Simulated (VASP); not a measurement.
MnBr3, 4 atoms in the cell. Symmetry: Pm-3m, No. 221, cubic system. Conventional cell: a = 4.992 Å, b = 4.992 Å, c = 4.992 Å, α = 90.00°, β = 90.00°, γ = 90.00°. Mn (site symmetry m-3m) has 6 Br at 2.50 Å within 3.3 Å. Within 3.3 Å of Br (site symmetry 4/mmm) lie 2 Mn at 2.50 Å. 

```yaml
Program: VASP 6.6.1
Task: single point
Functional: PBEsol
Potentials_or_basis: VASP PAW PBE potentials, release 64 (Mn_pv, Br)
Cutoff: 520 eV
k_mesh: 6 × 6 × 6
Occupations: gaussian, width 0.05 eV
Spin: collinear spin, ferromagnetic start
Starting_moments: "[4.03, 0.0, 0.0, 0.0] μB"
Dipole_correction: no
Further_INCAR_settings: ALGO = Normal; EDIFF = 1e-06; NBANDS = 29
```

Potentials or basis: VASP PAW PBE potentials, release 64 (Mn_pv, Br).

Command:

```bash
$ cat potpaw_PBE.64/Mn_pv/POTCAR potpaw_PBE.64/Br/POTCAR > POTCAR
$ mpirun -np 1 vasp_std > vasp.out
```

Hardware: 1 thread of Intel Xeon 8259CL, on a shared host.

Q: How long does it take, and how much memory?

A: It took 4.6 min on 1 thread of Intel Xeon 8259CL (shared host), peak memory 0.34 GiB. Counts: scf iterations 16, k points 20.
